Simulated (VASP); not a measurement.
# Sn3Te (I4/mmm) in VASP: a series of runs

Sn3Te is run at these levels: PBE, LDA; tasks: single point.

Program: VASP 6.6.1. These are calculated values, not measurements. Logs are shortened: lines on timing, memory, paths and dates and some standing lists are left out, and cuts for length are marked.

## (1) The cell of the first run

Symmetry: I4/mmm, No. 139, tetragonal system. The conventional cell has a = 4.602 Å, b = 4.602 Å, c = 11.033 Å, α = 90.00°, β = 90.00°, γ = 90.00°. Te (site symmetry 4/mmm) has 12 Sn at 3.25 to 3.59 Å within 4.3 Å. Sn (site symmetry 4/mmm) has 4 Te at 3.25 Å and 8 Sn at 3.59 Å within 4.3 Å. Sn (site symmetry -4m2) has 8 Sn at 3.25 to 3.59 Å and 4 Te at 3.59 Å within 4.3 Å.

## (2) Single point, PBE

Input file INCAR:

```
SYSTEM = Sn3Te
  PREC = Accurate
  ENCUT = 520
  EDIFF = 1E-6
  ISMEAR = -1
  SIGMA = 0.05
  LREAL = .FALSE.
  LASPH = .TRUE.
  NELM = 100
  ALGO = Fast
  ISIF = 2
  LWAVE = .FALSE.
  LCHARG = .FALSE.
  GGA = PE
  NBANDS = 32
```

Input file KPOINTS:

```
regular mesh
0
G
  8 8 8
  0 0 0
```

Input file POSCAR:

```
Sn3Te
1.0
   -2.3009040000      2.3009040000      5.5164940000
    2.3009040000     -2.3009040000      5.5164940000
    2.3009040000      2.3009040000     -5.5164940000
Te Sn
1 3
Direct
    0.0000000000      0.0000000000      0.0000000000
    0.5000000000      0.5000000000      0.0000000000
    0.2500000000      0.7500000000      0.5000000000
    0.7500000000      0.2500000000      0.5000000000
```

Potentials or basis: VASP PAW PBE potentials, release 64 (Te, Sn_d).

Command:

```bash
$ cat potpaw_PBE.64/Te/POTCAR potpaw_PBE.64/Sn_d/POTCAR > POTCAR
$ mpirun -np 1 vasp_std > vasp.out
```

OUTCAR:

```text
SYSTEM = Sn3Te
   PREC = Accurate
   ENCUT = 520
   EDIFF = 1E-6
   ISMEAR = -1
   LREAL = .FALSE.
   LASPH = .TRUE.
   NELM = 100
   ISIF = 2
   GGA = PE

 ion  position               nearest neighbor table
   1  0.000  0.000  0.000-   2 3.25   2 3.25   2 3.25   2 3.25   4 3.59   3 3.59   4 3.59   3 3.59
                             4 3.59   4 3.59   3 3.59   3 3.59
   2  0.500  0.500  0.000-   1 3.25   1 3.25   1 3.25   1 3.25   4 3.59   3 3.59   4 3.59   4 3.59
                             3 3.59   3 3.59   4 3.59   3 3.59
   3  0.250  0.750  0.500-   4 3.25   4 3.25   4 3.25   4 3.25   2 3.59   1 3.59   2 3.59   2 3.59
                             1 3.59   1 3.59   2 3.59   1 3.59
   4  0.750  0.250  0.500-   3 3.25   3 3.25   3 3.25   3 3.25   2 3.59   1 3.59   2 3.59   1 3.59
                             2 3.59   2 3.59   1 3.59   1 3.59

  LATTYP: Found a body centered tetragonal cell.
 ALAT       =     4.6018080000
 C/A-ratio  =     2.3975333173

  Lattice vectors:

 A1 = (  -2.3009040000,   2.3009040000,   5.5164940000)
 A2 = (   2.3009040000,  -2.3009040000,   5.5164940000)
 A3 = (   2.3009040000,   2.3009040000,  -5.5164940000)

Analysis of symmetry for initial positions (statically):
=====================================================================
 Subroutine PRICEL returns:
 Original cell was already a primitive cell.

 Routine SETGRP: Setting up the symmetry group for a
 body centered tetragonal supercell.

 Subroutine GETGRP returns: Found 16 space group operations
 (whereof 16 operations were pure point group operations)
 out of a pool of 16 trial point group operations.

The static configuration has the point symmetry D_4h.

Analysis of symmetry for dynamics (positions and initial velocities):
=====================================================================
 Subroutine PRICEL returns:
 Original cell was already a primitive cell.

 Routine SETGRP: Setting up the symmetry group for a
 body centered tetragonal supercell.

 Subroutine GETGRP returns: Found 16 space group operations
 (whereof 16 operations were pure point group operations)
 out of a pool of 16 trial point group operations.

The dynamic configuration has the point symmetry D_4h.

 Subroutine INISYM returns: Found 16 space group operations
 (whereof 16 operations are pure point group operations),
 and found     1 'primitive' translations

----------------------------------------------------------------------------------------

                                     Primitive cell
[... 89 lines left out ...]
   ISPIN  =      1    spin polarized calculation?
   LNONCOLLINEAR =      F non collinear calculations
   LSORBIT =      F    spin-orbit coupling
   LASPH  =      T    aspherical Exc in radial PAW
   ENCUT  =  520.0 eV  38.22 Ry    6.18 a.u.  11.91 11.91 11.91*2*pi/ulx,y,z
   NELM   =    100;   NELMIN=  2; NELMDL= -5     # of ELM steps
   EDIFF  = 0.1E-05   stopping-criterion for ELM
   LREAL  =      F    real-space projection
[... 7 lines left out ...]
   TEBEG  =    0.0;   TEEND  =   0.0 temperature during run
   PSTRESS=    0.0 pullay stress
   NELECT =      48.0000    total number of electrons
   NUPDOWN=      -1.0000    fix difference up-down
   EMIN   =  10.00;   EMAX   =-10.00  energy-range for DOS
   EFERMI =   0.00;   METHOD = LEGACY
   ISMEAR =    -1;   SIGMA  =   0.05  broadening in eV -4-tet -1-fermi 0-gaus
   EFERMI_NEDOS =   21; number of points for ismear=-14 and -15
   IALGO  =     68    algorithm
   IMIX   =      4    mixing-type and parameters
     AMIX     =   0.40;   BMIX     =  1.00
     AMIX_MAG =   1.60;   BMIX_MAG =  1.00
  volume/ion in A,a.u.               =      29.21       197.09
  Fermi-wavevector in a.u.,A,eV,Ry     =   1.217069  2.299927 20.153724  1.481257
  Thomas-Fermi vector in A             =   2.352402
   LORBIT       =      0    0 simple, 1 ext, 2 COOP (PROOUT), +10 PAW based schemes
   GGA     = PE    functional components
   LHFCALC =     F    Hartree Fock is set to
   AEXX    =    0.0000 exact exchange contribution
   IVDW    =     0    specifies the selected vdW correction
   LEPSILON=     F    determine dielectric tensor
   LRPA    =     F    only Hartree local field effects (RPA)
 non-spin polarized calculation
 RMM-DIIS sequential band-by-band and
  energy-cutoff  :      520.00
  volume of cell :      116.82
 maximum number of plane-waves:      3184
   NGX = 23   NGY = 23   NGZ = 23

 number of electron      47.9999996 magnetization

 Free energy of the ion-electron system (eV)
  ---------------------------------------------------
  ext. energy  EPLUGINS =         0.00000000
  ---------------------------------------------------
  free energy    TOTEN  =       -14.46854505 eV

  energy without entropy =      -14.45172456  energy(sigma->0) =      -14.46013480

 E-fermi :   7.4849     XC(G=0):  -9.9938

 val. band max:        7.4766716097   @ k =  -0.3750  -0.3750   0.2500
 cond. band min:       7.5113593030   @ k =   0.3750   0.3750   0.1250
 fundamental gap:      0.0346876933
 Fermi energy:         7.4848774681

 k-point     1 :       0.0000    0.0000    0.0000
  band No.  band energies     occupation
      1     -14.2449      2.00000
      2     -14.2260      2.00000
      3     -14.1870      2.00000
      4     -14.1825      2.00000
      5     -14.1762      2.00000
      6     -14.1762      2.00000
[... 829 lines left out ...]
     31      12.2926      0.00000
     32      15.0662      0.00000

 [... further k-points ...]

------------------------ aborting loop because EDIFF is reached ----------------------------------------

  FORCE on cell =-STRESS in cart. coord.  units (eV):
  Direction    XX          YY          ZZ          XY          YZ          ZX
  --------------------------------------------------------------------------------------
  -------------------------------------------------------------------------------------
  Total       -0.2760734     -0.2760734     -0.4876146      0.0000000      0.0000000     -0.0000000
  in kB       -3.7863000     -3.7863000     -6.6875522      0.0000000      0.0000000     -0.0000000
  external PRESSURE =      -4.7533840 kB  Pullay stress =       0.0000000 kB

 VOLUME and BASIS-vectors are now :
 -----------------------------------------------------------------------------
  energy-cutoff  :      520.00
  volume of cell :      116.82
      direct lattice vectors                 reciprocal lattice vectors
    -2.300904000  2.300904000  5.516494000     0.000000000  0.217305894  0.090637278
     2.300904000 -2.300904000  5.516494000     0.217305894  0.000000000  0.090637278
     2.300904000  2.300904000 -5.516494000     0.217305894  0.217305894  0.000000000

 POSITION                                       TOTAL-FORCE (eV/Angst)
 -----------------------------------------------------------------------------------
      0.00000      0.00000      0.00000         0.000000     -0.000000      0.000000
      0.00000      0.00000      5.51649         0.000000     -0.000000      0.000000
      2.30090      0.00000      2.75825         0.000000      0.000000     -0.000000
      0.00000      2.30090      2.75825        -0.000000     -0.000000      0.000000
 -----------------------------------------------------------------------------------
    total drift:                                0.000000     -0.000000      0.000000

  FREE ENERGIE OF THE ION-ELECTRON SYSTEM (eV)
  ---------------------------------------------------
  free  energy   TOTEN  =       -14.4685450483 eV

  energy  without entropy=      -14.4517245617  energy(sigma->0) =      -14.46013480
```

stdout:

```text
POSCAR found type information on POSCAR TeSn
 POSCAR found :  2 types and       4 ions
 scaLAPACK will be used
 LDA part: xc-table for (Slater+PW92), standard interpolation
 POSCAR, INCAR and KPOINTS ok, starting setup
 FFT: planning ... GRIDC
 FFT: planning ... GRID_SOFT
 FFT: planning ... GRID
 WAVECAR not read
 entering main loop
WARNING in EDDRMM: call to ZHEGV failed, returncode =   8  4     32
```

It took 4.9 min on 1 thread of Intel Xeon Platinum 8259CL at 2.50GHz (Skylake/Cascade Lake), shared host; peak memory 0.43 GiB.

What came out:

| Item | Value |
| --- | --- |
| Free energy | -14.4685 eV |
| Pressure | -0.5 GPa |
| Band gap on the k mesh | zero (bands 24 and 25 overlap by 0.91 eV) |

Stress tensor (GPa, compression positive):
```
-0.38  0.00  0.00
 0.00 -0.38  0.00
 0.00  0.00 -0.67
```

Caveat: spin-orbit coupling is left out, which moves the levels of the heavy elements.

## (3) Single point, LDA

This run uses another cell than the first one, of 29.79 Å³/atom.

Input file INCAR:

```
SYSTEM = Sn3Te
PREC = Accurate
ENCUT = 520
EDIFF = 1E-7
ISMEAR = -1
SIGMA = 0.05
LREAL = .False.
LASPH = .True.
NELM = 100
ALGO = Fast
ISIF = 2
LWAVE = .False.
LCHARG = .True.
GGA = CA
LELF = .True.
LVHAR = .True.
NBANDS = 32
```

Input file KPOINTS:

```
regular mesh
0
Gamma
  8 8 8
  0 0 0
```

Input file POSCAR:

```
Sn3Te
1.0
   -2.3161422189      2.3161422189      5.5530281376
    2.3161422189     -2.3161422189      5.5530281376
    2.3161422189      2.3161422189     -5.5530281376
Te Sn
1 3
Direct
    0.0000000000      0.0000000000      0.0000000000
    0.5000000000      0.5000000000      0.0000000000
    0.2500000000      0.7500000000      0.5000000000
    0.7500000000      0.2500000000      0.5000000000
```

Potentials or basis: VASP PAW LDA potentials, release 64 (Te, Sn_d).

Command:

```bash
$ cat potpaw_LDA.64/Te/POTCAR potpaw_LDA.64/Sn_d/POTCAR > POTCAR
$ mpirun -np 1 vasp_std > vasp.out
```

OUTCAR:

```text
SYSTEM = Sn3Te
   PREC = Accurate
   ENCUT = 520
   EDIFF = 1E-7
   ISMEAR = -1
   LREAL = .False.
   LASPH = .True.
   NELM = 100
   ISIF = 2
   GGA = CA

 ion  position               nearest neighbor table
   1  0.000  0.000  0.000-   2 3.28   2 3.28   2 3.28   2 3.28   4 3.62   3 3.62   4 3.62   3 3.62
                             4 3.62   4 3.62   3 3.62   3 3.62
   2  0.500  0.500  0.000-   1 3.28   1 3.28   1 3.28   1 3.28   4 3.62   3 3.62   4 3.62   4 3.62
                             3 3.62   3 3.62   4 3.62   3 3.62
   3  0.250  0.750  0.500-   4 3.28   4 3.28   4 3.28   4 3.28   2 3.62   1 3.62   2 3.62   2 3.62
                             1 3.62   1 3.62   2 3.62   1 3.62
   4  0.750  0.250  0.500-   3 3.28   3 3.28   3 3.28   3 3.28   2 3.62   1 3.62   2 3.62   1 3.62
                             2 3.62   2 3.62   1 3.62   1 3.62

  LATTYP: Found a body centered tetragonal cell.
 ALAT       =     4.6322844378
 C/A-ratio  =     2.3975333174

  Lattice vectors:

 A1 = (  -2.3161422189,   2.3161422189,   5.5530281376)
 A2 = (   2.3161422189,  -2.3161422189,   5.5530281376)
 A3 = (   2.3161422189,   2.3161422189,  -5.5530281376)

Analysis of symmetry for initial positions (statically):
=====================================================================
 Subroutine PRICEL returns:
 Original cell was already a primitive cell.

 Routine SETGRP: Setting up the symmetry group for a
 body centered tetragonal supercell.

 Subroutine GETGRP returns: Found 16 space group operations
 (whereof 16 operations were pure point group operations)
 out of a pool of 16 trial point group operations.

The static configuration has the point symmetry D_4h.

Analysis of symmetry for dynamics (positions and initial velocities):
=====================================================================
 Subroutine PRICEL returns:
 Original cell was already a primitive cell.

 Routine SETGRP: Setting up the symmetry group for a
 body centered tetragonal supercell.

 Subroutine GETGRP returns: Found 16 space group operations
[... 128 lines left out ...]
  volume/ion in A,a.u.               =      29.79       201.03
  Fermi-wavevector in a.u.,A,eV,Ry     =   1.209062  2.284795 19.889408  1.461830
  Thomas-Fermi vector in A             =   2.344651
   LORBIT       =      0    0 simple, 1 ext, 2 COOP (PROOUT), +10 PAW based schemes
   GGA     = CA    functional components
   LHFCALC =     F    Hartree Fock is set to
   AEXX    =    0.0000 exact exchange contribution
   IVDW    =     0    specifies the selected vdW correction
   LEPSILON=     F    determine dielectric tensor
   LRPA    =     F    only Hartree local field effects (RPA)
 non-spin polarized calculation
 RMM-DIIS sequential band-by-band and
  energy-cutoff  :      520.00
  volume of cell :      119.16
 maximum number of plane-waves:      3260
   NGX = 23   NGY = 23   NGZ = 23

 number of electron      47.9999998 magnetization

 Free energy of the ion-electron system (eV)
  ---------------------------------------------------
  ext. energy  EPLUGINS =         0.00000000
  ---------------------------------------------------
  free energy    TOTEN  =       -16.91091895 eV

  energy without entropy =      -16.89286664  energy(sigma->0) =      -16.90189280

 E-fermi :   6.9989     XC(G=0): -10.1275

 val. band max:        6.9986654017   @ k =  -0.2500   0.3750   0.2500
 cond. band min:       6.9996905332   @ k =  -0.3750  -0.3750   0.2500
 fundamental gap:      0.0010251315
 Fermi energy:         6.9989067635

 k-point     1 :       0.0000    0.0000    0.0000
  band No.  band energies     occupation
      1     -14.6056      2.00000
      2     -14.5857      2.00000
      3     -14.5503      2.00000
      4     -14.5478      2.00000
      5     -14.5406      2.00000
      6     -14.5406      2.00000
[... 829 lines left out ...]
     31      11.6482      0.00000
     32      14.5649      0.00000

 [... further k-points ...]

------------------------ aborting loop because EDIFF is reached ----------------------------------------

  FORCE on cell =-STRESS in cart. coord.  units (eV):
  Direction    XX          YY          ZZ          XY          YZ          ZX
  --------------------------------------------------------------------------------------
  -------------------------------------------------------------------------------------
  Total       -3.7143757     -3.7143757     -3.3901138      0.0000000      0.0000000     -0.0000000
  in kB      -49.9431699    -49.9431699    -45.5831720      0.0000000      0.0000000     -0.0000000
  external PRESSURE =     -48.4898373 kB  Pullay stress =       0.0000000 kB

 VOLUME and BASIS-vectors are now :
 -----------------------------------------------------------------------------
  energy-cutoff  :      520.00
  volume of cell :      119.16
      direct lattice vectors                 reciprocal lattice vectors
    -2.316142219  2.316142219  5.553028138     0.000000000  0.215876208  0.090040963
     2.316142219 -2.316142219  5.553028138     0.215876208  0.000000000  0.090040963
     2.316142219  2.316142219 -5.553028138     0.215876208  0.215876208  0.000000000

 POSITION                                       TOTAL-FORCE (eV/Angst)
 -----------------------------------------------------------------------------------
      0.00000      0.00000      0.00000         0.000000      0.000000      0.000000
      0.00000      0.00000      5.55303         0.000000      0.000000      0.000000
      2.31614     -0.00000      2.77651         0.000000      0.000000      0.000000
     -0.00000      2.31614      2.77651        -0.000000     -0.000000     -0.000000
 -----------------------------------------------------------------------------------
    total drift:                                0.000000     -0.000000      0.000000

  FREE ENERGIE OF THE ION-ELECTRON SYSTEM (eV)
  ---------------------------------------------------
  free  energy   TOTEN  =       -16.9109189468 eV

  energy  without entropy=      -16.8928666447  energy(sigma->0) =      -16.90189280
```

OSZICAR:

```text
N       E                     dE             d eps       ncg     rms          rms(c)
DAV:   1     0.442891502136E+03    0.44289E+03   -0.23254E+04  3904   0.205E+03
DAV:   2     0.411551694832E+02   -0.40174E+03   -0.39013E+03  3792   0.538E+02
DAV:   3    -0.143684983342E+02   -0.55524E+02   -0.53738E+02  4536   0.172E+02
[... 10 lines left out ...]
RMM:  14    -0.169109199206E+02   -0.45573E-06   -0.87774E-07  4002   0.667E-03    0.396E-02
RMM:  15    -0.169109197788E+02    0.14179E-06   -0.41778E-06  5419   0.196E-02    0.245E-02
RMM:  16    -0.169109201463E+02   -0.36754E-06   -0.53549E-07  3254   0.577E-03    0.342E-02
RMM:  17    -0.169109190657E+02    0.10806E-05   -0.71246E-07  4342   0.780E-03    0.128E-02
RMM:  18    -0.169109189462E+02    0.11951E-06   -0.21201E-07  3001   0.364E-03    0.382E-03
RMM:  19    -0.169109189468E+02   -0.59026E-09   -0.49818E-08  2203   0.164E-03
   1 F= -.16910919E+02 E0= -.16901893E+02  d E =-.180523E-01
```

Run time: 7.8 min. Hardware: 1 thread of Intel Xeon Platinum 8259CL at 2.50GHz (Skylake/Cascade Lake), shared host; peak memory 0.38 GiB.

Results:

* Free energy: -16.9109 eV
* Pressure: -4.8 GPa
* Band gap on the k mesh: zero (bands 24 and 25 overlap by 0.84 eV)

Caveat: the cell stands under tension; spin-orbit coupling is left out, which moves the levels of the heavy elements.

## (4) Single point, PBE

This run uses another cell than the first one, of 29.79 Å³/atom.

Input file INCAR:

```
PREC = Accurate
ENCUT = 520
EDIFF = 1E-6
ISMEAR = -1
SIGMA = 0.05
LREAL = F
LASPH = T
NELM = 80
ALGO = Fast
ISIF = 2
LWAVE = F
LCHARG = F
GGA = PE
NBANDS = 32
```

Input file KPOINTS:

```
Automatic mesh
0
Gamma
  8 8 8
```

POSCAR is that of step 3.

Potentials or basis: VASP PAW PBE potentials, release 64 (Te, Sn_d).

Command:

```bash
$ cat potpaw_PBE.64/Te/POTCAR potpaw_PBE.64/Sn_d/POTCAR > POTCAR
$ mpirun -np 1 vasp_std > vasp.out
```

Run time: 5.4 min. Hardware: 1 thread of Intel Xeon Platinum 8259CL at 2.50GHz (Skylake/Cascade Lake), shared host; peak memory 0.43 GiB.

Results (log left out):

```yaml
Free_energy: -14.4565 eV
Pressure: -1.3 GPa
Band_gap_on_the_k_mesh: zero (bands 24 and 25 overlap by 0.85 eV)
```

Stress tensor (GPa, compression positive):
```
-1.26  0.00  0.00
 0.00 -1.26  0.00
 0.00  0.00 -1.35
```

Levels at points of the mesh, in eV from the Fermi level:
```csv
k point,band 22,band 23,band 24,band 25,band 26,band 27
"(0.00, 0.00, 0.00)",-3.01,-1.57,-1.57,-0.32,0.45,2.61
"(0.50, 0.00, 0.00)",-1.86,-0.89,-0.61,0.68,1.01,1.04
"(0.50, 0.50, 0.00)",-3.16,-2.41,-1.53,-0.44,2.49,2.60
"(0.50, 0.50, 0.50)",-1.08,-0.16,-0.16,0.50,1.50,1.98
```

Caveat: spin-orbit coupling is left out, which moves the levels of the heavy elements.

[end of part 1 of 2]
